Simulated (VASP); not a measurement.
Write the native input for VASP 6.6.1 that does the following.

```
Task                   : single point
Functional             : RPBE
Potentials or basis    : VASP PAW PBE potentials, release 64 (Nb_sv)
Cutoff                 : 520 eV
k mesh                 : 8 × 8 × 13
Occupations            : fermi-dirac, width 0.1 eV
Spin                   : no spin polarisation
Dipole correction      : no
Further INCAR settings : ALGO = Normal; EDIFF = 1e-06; NBANDS = 26
```

The structure of Nb lies in POSCAR:

```
Nb
1.0
    4.9766154507      0.0000000000      0.0000000000
   -2.4883077253      4.3098754051      0.0000000000
    0.0000000000      0.0000000000      2.7389025409
Nb
3
Direct
    0.0000000000      1.0000000000      1.0000000000
    0.3333333333      0.6666666667      0.5000000000
    0.6666666667      0.3333333333      0.5000000000
```

This isn't the form of Nb at room conditions, which is bcc.

The input as run:

INCAR

```
SYSTEM = Nb
PREC = Accurate ; ENCUT = 520
EDIFF = 1E-6 ; ISMEAR = -1
SIGMA = 0.1 ; LREAL = .FALSE.
LASPH = .TRUE. ; NELM = 100
ALGO = Normal ; ISIF = 2
LWAVE = .FALSE. ; LCHARG = .TRUE.
GGA = RP ; LELF = .TRUE.
LVHAR = .TRUE. ; NBANDS = 26
```

KPOINTS

```
regular mesh
0
G
  8 8 13
  0 0 0
```

Potentials or basis: VASP PAW PBE potentials, release 64 (Nb_sv).

The run is started by

```sh
$ cat potpaw_PBE.64/Nb_sv/POTCAR > POTCAR
$ mpirun -np 1 vasp_std > vasp.out
```

Results of the run:

```
Pressure               : -6.0 GPa
Band gap on the k mesh : zero (an odd number of electrons rules out a gap without spin polarisation)
```

Caveat: the cell stands under tension; the PAW data sets were made with another functional, which shifts forces and pressure a little.

Wall time 50 s on 1 thread of AMD EPYC 9R45 96-Core Processor (Zen 5), on a shared host, peak memory 0.19 GiB.
